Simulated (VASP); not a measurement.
# Sc2Al3As3 (Pmmm) in VASP: further runs

Sc2Al3As3 is run at these levels: PBE; tasks: single point.

Everything below comes from runs of VASP 6.6.1. Logs are shortened: lines on timing, memory, paths and dates and some standing lists are left out, and cuts for length are marked.

## 1. The cell of the first run

The structure is orthorhombic, space group Pmmm (No. 47). Conventional cell: a = 3.738 Å, b = 4.097 Å, c = 9.538 Å, α = 90.00°, β = 90.00°, γ = 90.00°. Sc (site symmetry mm2) has 6 As at 2.85 Å and 6 Al at 2.97 to 3.32 Å and 2 Sc at 3.74 Å within 3.8 Å. Within 3.8 Å of Al (site symmetry mmm) lie 6 Al at 2.77 to 3.74 Å and 4 As at 2.84 Å and 4 Sc at 3.21 Å. Within 3.8 Å of Al (site symmetry mmm) lie 8 As at 2.77 to 3.37 Å and 4 Sc at 2.97 Å and 2 Al at 3.74 Å. Al (site symmetry mmm) has 4 As at 2.71 Å and 6 Al at 2.77 to 3.74 Å and 4 Sc at 3.32 Å within 3.8 Å. As (site symmetry mm2) has 6 Al at 2.71 to 3.37 Å and 4 Sc at 2.85 Å and 7 As at 3.48 to 4.10 Å within 4.1 Å. Within 3.8 Å of As (site symmetry mmm) lie 4 Al at 2.77 Å and 4 Sc at 2.85 Å and 6 As at 3.48 to 3.74 Å.

The cell was generated, and may not be a known phase.

## 2. Single point, PBE

The input, INCAR:

```
PREC = Accurate
ENCUT = 520
EDIFF = 1E-6
ISMEAR = 0
SIGMA = 0.2
LREAL = F
LASPH = T
NELM = 80
ALGO = Normal
ISIF = 2
LWAVE = F
LCHARG = T
GGA = PE
LELF = T
LVHAR = T
NBANDS = 33
```

The input, KPOINTS:

```
regular mesh
0
Gamma
  4 4 2
```

The input, POSCAR:

```
Sc2Al3As3
1.0
    3.7375588728      0.0000000000      0.0000000000
    0.0000000000      4.0966688360      0.0000000000
    0.0000000000      0.0000000000      9.5384823278
Sc Al As
2 3 3
Direct
    0.0000000000      0.0000000000      0.7741328832
    0.0000000000      0.0000000000      0.2258671168
    0.5000000000      0.0000000000      0.5000000000
    0.0000000000      0.5000000000      0.0000000000
    0.0000000000      0.5000000000      0.5000000000
    0.5000000000      0.5000000000      0.7054881298
    0.5000000000      0.5000000000      0.2945118702
    0.5000000000      0.0000000000      0.0000000000
```

Potentials or basis: VASP PAW PBE potentials, release 64 (Sc_sv, Al, As).

On the command line:

```
> cat potpaw_PBE.64/Sc_sv/POTCAR potpaw_PBE.64/Al/POTCAR potpaw_PBE.64/As/POTCAR > POTCAR
> mpirun -np 1 vasp_std > vasp.out
```

OUTCAR:

```text
PREC = Accurate
   ENCUT = 520
   EDIFF = 1E-6
   ISMEAR = 0
   LREAL = F
   LASPH = T
   NELM = 80
   ISIF = 2
   GGA = PE

 ion  position               nearest neighbor table
   1  0.000  0.000  0.774-   6 2.85   6 2.85   6 2.85   6 2.85   8 2.85   8 2.85   4 2.97   4 2.97
                             3 3.21   3 3.21   5 3.32   5 3.32
   2  0.000  0.000  0.226-   7 2.85   7 2.85   7 2.85   7 2.85   8 2.85   8 2.85   4 2.97   4 2.97
                             3 3.21   3 3.21   5 3.32   5 3.32
   3  0.500  0.000  0.500-   5 2.77   5 2.77   5 2.77   5 2.77   6 2.84   7 2.84   7 2.84   6 2.84
                             1 3.21   2 3.21   1 3.21   2 3.21
   4  0.000  0.500  0.000-   8 2.77   8 2.77   8 2.77   8 2.77   2 2.97   2 2.97   1 2.97   1 2.97

   5  0.000  0.500  0.500-   6 2.71   7 2.71   6 2.71   7 2.71   3 2.77   3 2.77   3 2.77   3 2.77
                             1 3.32   1 3.32   2 3.32   2 3.32
   6  0.500  0.500  0.705-   5 2.71   5 2.71   3 2.84   3 2.84   1 2.85   1 2.85   1 2.85   1 2.85

   7  0.500  0.500  0.295-   5 2.71   5 2.71   3 2.84   3 2.84   2 2.85   2 2.85   2 2.85   2 2.85

   8  0.500  0.000  0.000-   4 2.77   4 2.77   4 2.77   4 2.77   1 2.85   2 2.85   1 2.85   2 2.85

  LATTYP: Found a simple orthorhombic cell.
 ALAT       =     3.7375588728
 B/A-ratio  =     1.0960814198
 C/A-ratio  =     2.5520620952

  Lattice vectors:

 A1 = (   3.7375588728,   0.0000000000,   0.0000000000)
 A2 = (   0.0000000000,   4.0966688360,   0.0000000000)
 A3 = (   0.0000000000,   0.0000000000,   9.5384823278)

Analysis of symmetry for initial positions (statically):
=====================================================================
 Subroutine PRICEL returns:
 Original cell was already a primitive cell.

 Routine SETGRP: Setting up the symmetry group for a
 simple orthorhombic supercell.

 Subroutine GETGRP returns: Found  8 space group operations
 (whereof  8 operations were pure point group operations)
 out of a pool of  8 trial point group operations.

The static configuration has the point symmetry D_2h.

Analysis of symmetry for dynamics (positions and initial velocities):
=====================================================================
 Subroutine PRICEL returns:
 Original cell was already a primitive cell.

 Routine SETGRP: Setting up the symmetry group for a
 simple orthorhombic supercell.

 Subroutine GETGRP returns: Found  8 space group operations
 (whereof  8 operations were pure point group operations)
 out of a pool of  8 trial point group operations.

The dynamic configuration has the point symmetry D_2h.

 Subroutine INISYM returns: Found  8 space group operations
 (whereof  8 operations are pure point group operations),
 and found     1 'primitive' translations

----------------------------------------------------------------------------------------

                                     Primitive cell

  volume of cell :     146.0489

  direct lattice vectors                    reciprocal lattice vectors
     3.737558873  0.000000000  0.000000000     0.267554314  0.000000000  0.000000000
     0.000000000  4.096668836  0.000000000     0.000000000  0.244100766  0.000000000
     0.000000000  0.000000000  9.538482328     0.000000000  0.000000000  0.104838481

  length of vectors
     3.737558873  4.096668836  9.538482328     0.267554314  0.244100766  0.104838481

  position of ions in fractional coordinates (direct lattice)
     0.000000000  0.000000000  0.774132883
     0.000000000  0.000000000  0.225867117
     0.500000000  0.000000000  0.500000000
     0.000000000  0.500000000  0.000000000
     0.000000000  0.500000000  0.500000000
     0.500000000  0.500000000  0.705488130
     0.500000000  0.500000000  0.294511870
     0.500000000  0.000000000  0.000000000

  ion indices of the primitive-cell ions
   primitive index   ion index
                 1           1
                 2           2
                 3           3
                 4           4
                 5           5
                 6           6
                 7           7
                 8           8

----------------------------------------------------------------------------------------

 KPOINTS: regular mesh

Automatic generation of k-mesh.
 Grid dimensions read from file:
 generate k-points for:    4    4    2

 Generating k-lattice:

  Cartesian coordinates                     Fractional coordinates (reciprocal lattice)
     0.066888578  0.000000000  0.000000000     0.250000000  0.000000000  0.000000000
     0.000000000  0.061025191  0.000000000     0.000000000  0.250000000  0.000000000
     0.000000000  0.000000000  0.052419241     0.000000000  0.000000000  0.500000000

  Length of vectors
     0.066888578  0.061025191  0.052419241

  Shift w.r.t. Gamma in fractional coordinates (k-lattice)
     0.000000000  0.000000000  0.000000000

 Subroutine IBZKPT returns following result:
 ===========================================

 Found     18 irreducible k-points:

 Following reciprocal coordinates:
            Coordinates               Weight
  0.000000  0.000000  0.000000      1.000000
  0.250000  0.000000  0.000000      2.000000
  0.500000  0.000000  0.000000      1.000000
  0.000000  0.250000  0.000000      2.000000
  0.250000  0.250000  0.000000      4.000000
  0.500000  0.250000  0.000000      2.000000
[... 10 lines left out ...]
  0.250000  0.500000  0.500000      2.000000
  0.500000  0.500000  0.500000      1.000000
   k-points           NKPTS =     18   k-points in BZ     NKDIM =     18   number of bands    NBANDS=     33
   number of dos      NEDOS =    301   number of ions     NIONS =      8
   total plane-waves  NPLWV =  60480
   dimension x,y,z NGX =    28 NGY =   30 NGZ =   72
   dimension x,y,z NGXF=    56 NGYF=   60 NGZF=  144
   ions per type =               2   3   3
   NGX,Y,Z   is equivalent  to a cutoff of  12.45, 12.17, 12.55 a.u.
   NGXF,Y,Z  is equivalent  to a cutoff of  24.91, 24.35, 25.10 a.u.
 SYSTEM =  unknown system
   PREC   = accura    normal or accurate (medium, high low for compatibility)
   ISTART =      0    job   : 0-new  1-cont  2-samecut
   ICHARG =      2    charge: 1-file 2-atom 10-const
   ISPIN  =      1    spin polarized calculation?
   LNONCOLLINEAR =      F non collinear calculations
   LSORBIT =      F    spin-orbit coupling
   LASPH  =      T    aspherical Exc in radial PAW
   ENCUT  =  520.0 eV  38.22 Ry    6.18 a.u.   6.95  7.62 17.74*2*pi/ulx,y,z
   NELM   =     80;   NELMIN=  2; NELMDL= -5     # of ELM steps
   EDIFF  = 0.1E-05   stopping-criterion for ELM
   LREAL  =      F    real-space projection
   EDIFFG = 0.1E-04   stopping-criterion for IOM
   NSW    =      0    number of steps for IOM
   IBRION =     -1    ionic relax: 0-MD 1-quasi-New 2-CG
   NFREE  =      0    steps in history (QN), initial steepest desc. (CG)
   ISIF   =      2    stress and relaxation
   ISYM   =      2    0-nonsym 1-usesym 2-fastsym
   POTIM  = 0.5000    time-step for ionic-motion
   TEBEG  =    0.0;   TEEND  =   0.0 temperature during run
   PSTRESS=    0.0 pullay stress
   NELECT =      46.0000    total number of electrons
   NUPDOWN=      -1.0000    fix difference up-down
   EMIN   =  10.00;   EMAX   =-10.00  energy-range for DOS
   EFERMI =   0.00;   METHOD = LEGACY
   ISMEAR =     0;   SIGMA  =   0.20  broadening in eV -4-tet -1-fermi 0-gaus
   EFERMI_NEDOS =   21; number of points for ismear=-14 and -15
   IALGO  =     38    algorithm
   IMIX   =      4    mixing-type and parameters
     AMIX     =   0.40;   BMIX     =  1.00
     AMIX_MAG =   1.60;   BMIX_MAG =  1.00
  volume/ion in A,a.u.               =      18.26       123.20
  Fermi-wavevector in a.u.,A,eV,Ry     =   1.113853  2.104878 16.880333  1.240669
  Thomas-Fermi vector in A             =   2.250442
   LORBIT       =      0    0 simple, 1 ext, 2 COOP (PROOUT), +10 PAW based schemes
   GGA     = PE    functional components
   LHFCALC =     F    Hartree Fock is set to
   AEXX    =    0.0000 exact exchange contribution
   IVDW    =     0    specifies the selected vdW correction
   LEPSILON=     F    determine dielectric tensor
   LRPA    =     F    only Hartree local field effects (RPA)
 non-spin polarized calculation
 Gauss-broadening in eV      SIGMA  =   0.20
  energy-cutoff  :      520.00
  volume of cell :      146.05
 maximum number of plane-waves:      3976
 NGX is ok and might be reduce to    28
   NGX = 13   NGY = 15   NGZ = 35

 number of electron      45.9999999 magnetization

 Free energy of the ion-electron system (eV)
  ---------------------------------------------------
  ext. energy  EPLUGINS =         0.00000000
  ---------------------------------------------------
  free energy    TOTEN  =       -41.78512698 eV

  energy without entropy =      -41.71460564  energy(sigma->0) =      -41.74986631

 E-fermi :   6.8306     XC(G=0): -10.5274

 val. band max:        6.8226861458   @ k =   0.5000   0.5000   0.0000
 cond. band min:       6.8738008733   @ k =   0.5000   0.0000   0.5000
 fundamental gap:      0.0511147275
 Fermi energy:         6.8306449213

 k-point     1 :       0.0000    0.0000    0.0000
  band No.  band energies     occupation
      1     -43.0292      2.00000
      2     -43.0289      2.00000
      3     -21.7245      2.00000
      4     -21.7127      2.00000
      5     -21.6670      2.00000
      6     -21.6663      2.00000
[... 25 lines left out ...]
     32       9.3953      0.00000
     33       9.6357      0.00000

 k-point     2 :       0.2500    0.0000    0.0000
  band No.  band energies     occupation
      1     -43.0272      2.00000
      2     -43.0269      2.00000
      3     -21.7196      2.00000
      4     -21.7084      2.00000
      5     -21.6859      2.00000
      6     -21.6841      2.00000
[... 25 lines left out ...]
     32       9.5219      0.00000
     33       9.9440      0.00000

 k-point     3 :       0.5000    0.0000    0.0000
  band No.  band energies     occupation
      1     -43.0253      2.00000
      2     -43.0250      2.00000
      3     -21.7202      2.00000
      4     -21.7180      2.00000
      5     -21.7147      2.00000
      6     -21.7041      2.00000
[... 25 lines left out ...]
     32       9.0575      0.00000
     33       9.4271      0.00000

 k-point     4 :       0.0000    0.2500    0.0000
  band No.  band energies     occupation
      1     -43.0286      2.00000
      2     -43.0283      2.00000
      3     -21.7227      2.00000
      4     -21.7114      2.00000
      5     -21.6823      2.00000
      6     -21.6812      2.00000
[... 25 lines left out ...]
     32       9.6000      0.00000
     33       9.6370      0.00000

 k-point     5 :       0.2500    0.2500    0.0000
  band No.  band energies     occupation
      1     -43.0267      2.00000
      2     -43.0263      2.00000
      3     -21.7179      2.00000
      4     -21.7071      2.00000
      5     -21.6836      2.00000
      6     -21.6818      2.00000
[... 388 lines left out ...]
 k-point    16 :       0.0000    0.5000    0.5000
  band No.  band energies     occupation
      1     -43.0280      2.00000
      2     -43.0277      2.00000
      3     -21.7202      2.00000
      4     -21.7108      2.00000
      5     -21.6973      2.00000
      6     -21.6962      2.00000
[... 25 lines left out ...]
     32       9.6853      0.00000
     33       9.8554      0.00000

 k-point    17 :       0.2500    0.5000    0.5000
  band No.  band energies     occupation
      1     -43.0261      2.00000
      2     -43.0258      2.00000
      3     -21.7155      2.00000
      4     -21.7065      2.00000
      5     -21.6913      2.00000
      6     -21.6904      2.00000
[... 25 lines left out ...]
     32      10.1079      0.00000
     33      10.2212      0.00000

 k-point    18 :       0.5000    0.5000    0.5000
  band No.  band energies     occupation
      1     -43.0241      2.00000
      2     -43.0238      2.00000
      3     -21.7140      2.00000
      4     -21.7121      2.00000
      5     -21.7109      2.00000
      6     -21.7022      2.00000
[... 25 lines left out ...]
     32       9.5027      0.00000
     33       9.8361      0.00000

------------------------ aborting loop because EDIFF is reached ----------------------------------------

  FORCE on cell =-STRESS in cart. coord.  units (eV):
  Direction    XX          YY          ZZ          XY          YZ          ZX
  --------------------------------------------------------------------------------------
  -------------------------------------------------------------------------------------
  Total        0.0135254     -0.0634775      0.8499691     -0.0000000      0.0000000      0.0000000
  in kB        0.1483753     -0.6963577      9.3242846     -0.0000000      0.0000000      0.0000000
  external PRESSURE =       2.9254341 kB  Pullay stress =       0.0000000 kB

 VOLUME and BASIS-vectors are now :
 -----------------------------------------------------------------------------
  energy-cutoff  :      520.00
  volume of cell :      146.05
      direct lattice vectors                 reciprocal lattice vectors
     3.737558873  0.000000000  0.000000000     0.267554314  0.000000000  0.000000000
     0.000000000  4.096668836  0.000000000     0.000000000  0.244100766  0.000000000
     0.000000000  0.000000000  9.538482328     0.000000000  0.000000000  0.104838481

 POSITION                                       TOTAL-FORCE (eV/Angst)
 -----------------------------------------------------------------------------------
      0.00000      0.00000      7.38405        -0.000000      0.000000      0.001939
      0.00000      0.00000      2.15443         0.000000     -0.000000     -0.001939
      1.86878      0.00000      4.76924         0.000000      0.000000      0.000000
      0.00000      2.04833      0.00000         0.000000      0.000000      0.000000
      0.00000      2.04833      4.76924         0.000000      0.000000      0.000000
      1.86878      2.04833      6.72929         0.000000     -0.000000      0.075321
      1.86878      2.04833      2.80920         0.000000      0.000000     -0.075321
      1.86878      0.00000      0.00000         0.000000      0.000000      0.000000
 -----------------------------------------------------------------------------------
    total drift:                               -0.000000     -0.000000      0.000000

  FREE ENERGIE OF THE ION-ELECTRON SYSTEM (eV)
  ---------------------------------------------------
  free  energy   TOTEN  =       -41.7851269780 eV

  energy  without entropy=      -41.7146056380  energy(sigma->0) =      -41.74986631
```

It took 2.8 min on 1 thread of Oxide Virtual Turin-like, shared host; peak memory 0.24 GiB.

What came out:

- Free energy: -41.7851 eV
- Pressure: 0.3 GPa
- Largest force: 0.075 eV/Å
- Band gap on the k mesh: zero (bands 23 and 24 overlap by 1.24 eV)

Forces in eV/Å, atoms in the order of the input:
```
Sc   0.000  0.000  0.002
Sc   0.000  0.000 -0.002
Al   0.000  0.000  0.000
Al   0.000  0.000  0.000
Al   0.000  0.000  0.000
As   0.000  0.000  0.075
As   0.000  0.000 -0.075
As   0.000  0.000  0.000
```

Levels at points of the mesh, in eV from the Fermi level:
```csv
k point,band 20,band 21,band 22,band 23,band 24,band 25,band 26,band 27
"(0.00, 0.00, 0.00)",-2.02,-1.68,-1.24,-0.61,0.28,1.04,1.19,1.43
"(0.50, 0.00, 0.00)",-0.98,-0.45,-0.36,-0.23,-0.13,0.99,1.06,1.07
"(0.00, 0.50, 0.00)",-1.90,-1.50,0.50,0.95,1.05,1.24,1.32,1.32
"(0.50, 0.50, 0.00)",-3.03,-2.57,-2.23,-0.74,-0.14,-0.01,0.15,1.96
"(0.00, 0.00, 0.50)",-2.09,-1.39,-1.25,-0.45,0.13,0.97,1.46,1.48
"(0.50, 0.00, 0.50)",-2.15,-0.61,-0.50,-0.08,-0.02,0.04,0.48,1.17
"(0.00, 0.50, 0.50)",-1.48,-0.84,-0.79,-0.38,0.70,1.08,1.51,1.62
"(0.50, 0.50, 0.50)",-3.86,-2.93,-1.55,-0.70,0.36,0.81,0.82,1.98
```

Caveat: the k points lie up to 0.42 Å⁻¹ apart, too coarse for converged energies and pressures of a metal.

## 3. Single point, PBE

This run uses another cell than the first one, of 18.31 Å³/atom.

The input, INCAR:

```
ALGO = Normal
EDIFF = 1E-7
ENCUT = 520
GGA = PE
ISIF = 2
ISMEAR = 0
LASPH = T
LCHARG = F
LREAL = F
LWAVE = F
NBANDS = 33
NELM = 60
PREC = Accurate
SIGMA = 0.2
```

The input, KPOINTS:

```
k-points
0
Gamma
  4 4 2
```

The input, POSCAR:

```
Sc2Al3As3
1.0
    4.1095271207      0.0000000000      0.0000000000
    0.0000000000      3.7495871201      0.0000000000
    0.0000000000      0.0000000000      9.5075637314
Sc Al As
2 3 3
Direct
    0.0000000000      0.0000000000      0.7732883662
    0.0000000000      0.0000000000      0.2267116338
    0.0000000000      0.5000000000      0.5000000000
    0.5000000000      0.0000000000      0.0000000000
    0.5000000000      0.0000000000      0.5000000000
    0.5000000000      0.5000000000      0.7056880033
    0.5000000000      0.5000000000      0.2943119967
    0.0000000000      0.5000000000      0.0000000000
```

Potentials or basis: VASP PAW PBE potentials, release 64 (Sc_sv, Al, As).

On the command line:

```
> cat potpaw_PBE.64/Sc_sv/POTCAR potpaw_PBE.64/Al/POTCAR potpaw_PBE.64/As/POTCAR > POTCAR
> mpirun -np 1 vasp_std > vasp.out
```

It took 2.9 min on 1 thread of Oxide Virtual Turin-like, shared host; peak memory 0.24 GiB.

The run converged. Its results:

```yaml
Free_energy: -41.7815 eV
Pressure: -0.1 GPa
Largest_force: 0.059 eV/Å
Band_gap_on_the_k_mesh: zero (bands 23 and 24 overlap by 1.21 eV)
```

Forces in eV/Å, atoms in the order of the input:
```
Sc   0.000  0.000  0.009
Sc   0.000  0.000 -0.009
Al   0.000  0.000  0.000
Al   0.000  0.000  0.000
Al   0.000  0.000  0.000
As   0.000  0.000  0.059
As   0.000  0.000 -0.059
As   0.000  0.000  0.000
```

Stress tensor (GPa, compression positive):
```
-0.36  0.00  0.00
 0.00 -0.56  0.00
 0.00  0.00  0.75
```

Levels at points of the mesh, in eV from the Fermi level:
| k point | band 20 | band 21 | band 22 | band 23 | band 24 | band 25 | band 26 | band 27 |
| --- | --- | --- | --- | --- | --- | --- | --- | --- |
| (0.00, 0.00, 0.00) | -2.01 | -1.70 | -1.26 | -0.59 | 0.25 | 1.09 | 1.17 | 1.41 |
| (0.50, 0.00, 0.00) | -1.92 | -1.51 | 0.53 | 0.93 | 1.00 | 1.28 | 1.29 | 1.31 |
| (0.00, 0.50, 0.00) | -0.97 | -0.41 | -0.37 | -0.20 | -0.17 | 1.00 | 1.04 | 1.07 |
| (0.50, 0.50, 0.00) | -2.98 | -2.55 | -2.20 | -0.74 | -0.11 | 0.04 | 0.16 | 1.94 |
| (0.00, 0.00, 0.50) | -2.07 | -1.40 | -1.26 | -0.44 | 0.10 | 0.93 | 1.44 | 1.45 |
| (0.50, 0.00, 0.50) | -1.48 | -0.79 | -0.77 | -0.36 | 0.66 | 1.03 | 1.49 | 1.60 |
| (0.00, 0.50, 0.50) | -2.13 | -0.60 | -0.48 | -0.11 | -0.03 | 0.02 | 0.48 | 1.15 |
| (0.50, 0.50, 0.50) | -3.84 | -2.93 | -1.56 | -0.64 | 0.42 | 0.84 | 0.87 | 1.96 |

Caveat: the k points lie up to 0.42 Å⁻¹ apart, too coarse for converged energies and pressures of a metal.

The gap in the log of VASP goes by the Fermi energy; the results here count the filled bands.